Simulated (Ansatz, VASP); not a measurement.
**AgCl: VASP beside Ansatz**

```
Ag Cl
1.0
     3.43397    0.00000    0.00000
     0.00000    3.43397    0.00000
     0.00000    0.00000    3.43397
Ag Cl
1 1
Cartesian
  0.0000 0.0000 0.0000
  1.7170 1.7170 1.7170
```

Alike in both runs: task single point; functional PBE-based screened hybrid; k mesh 4 × 4 × 4; occupations fermi-dirac, width 0.05 eV; no spin polarisation.

|  | VASP | Ansatz |
| --- | --- | --- |
| version | VASP 6.6.1 | Ansatz 0.2.0 |
| potentials or method | VASP PAW PBE potentials, release 64 (Ag, Cl) | Ansatz PAW |
| plane-wave cutoff (eV) | 520 | 420 |
| valence electrons in the cell | 18 | 26 |

|  | VASP | Ansatz | Ansatz less VASP |
| --- | --- | --- | --- |
| gap on the k mesh at the Fermi level (eV) | 1.71 | 1.72 | +0.009 |
| least direct gap on the mesh (eV) | 3.17 | 3.18 | +0.003 |
| pressure (GPa) | -0.3 | -0.2 | +0.16 |

VASP's potentials were made for PBE, not for PBE-based screened hybrid. VASP's potentials hold 18 valence electrons a cell and Ansatz's 26, so a difference there can come from the potentials and not from the codes.

The k mesh is coarse, so the values compare programs but aren't converged.
